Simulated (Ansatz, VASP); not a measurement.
**Two plane-wave programs on SrO**

INCAR

```
SYSTEM = SrO
PREC = Accurate
ENCUT = 520
EDIFF = 1E-7
ISMEAR = 0
SIGMA = 0.01
LREAL = .FALSE.
LASPH = .TRUE.
NELM = 60
ALGO = Normal
ISIF = 2
LWAVE = .FALSE.
LCHARG = .FALSE.
GGA = CA
NBANDS = 15
```

KPOINTS

```
regular mesh
0
G
  8 8 8
  0 0 0
```

Contents of POSCAR:

```
SrO
1.0
    0.0000000000      2.5798927426      2.5798927426
    2.5798927426      0.0000000000      2.5798927426
    2.5798927426      2.5798927426      0.0000000000
Sr O
1 1
Direct
    0.5000000000      0.5000000000      0.5000000000
    0.0000000000      0.0000000000      0.0000000000
```

Input for Ansatz:

```yaml
crystal:
  lattice:
    - [0.0, 2.5798927426, 2.5798927426]
    - [2.5798927426, 0.0, 2.5798927426]
    - [2.5798927426, 2.5798927426, 0.0]
  atoms:
    - { symbol: Sr, position: [0.5, 0.5, 0.5] }
    - { symbol: O, position: [0.0, 0.0, 0.0] }
kpoints:
  mp_grid: { grid: [8, 8, 8] }
  band_path:
    path:
      - [0.0, 0.0, 0.0]
      - [0.5, 0.0, 0.5]
      - [0.625, 0.25, 0.625]
      - [0.375, 0.375, 0.75]
      - [0.5, 0.5, 0.5]
      - [0.5, 0.25, 0.75]
      - [0.0, 0.5, 0.5]
    npoints: 1
hamiltonian:
  xc: lda
scf:
  occupations: { method: fixed }
  n_extra_bands: 4
output:
  forces: true
  stress: true
  eigenvalues: true
```

Alike in both runs: task single point; functional LDA; k mesh 8 × 8 × 8; no spin polarisation.

|  | VASP | Ansatz |
| --- | --- | --- |
| version | VASP 6.6.1 | Ansatz 0.2.0 |
| potentials or method | VASP PAW LDA potentials, release 64 (Sr_sv, O) | plane waves, PAW |
| plane-wave cutoff (eV) | 520 | 420 |
| occupations | gaussian, width 0.01 eV | fixed |
| valence electrons in the cell | 16 | 16 |

|  | VASP | Ansatz | Ansatz less VASP |
| --- | --- | --- | --- |
| gap on the k mesh at the Fermi level (eV) | 3.11 | 3.16 | +0.057 |
| pressure (GPa) | -4.5 | -5.2 | -0.65 |

LDA's correlation is that of Perdew and Zunger in VASP and of Perdew and Wang (1992) in Ansatz.
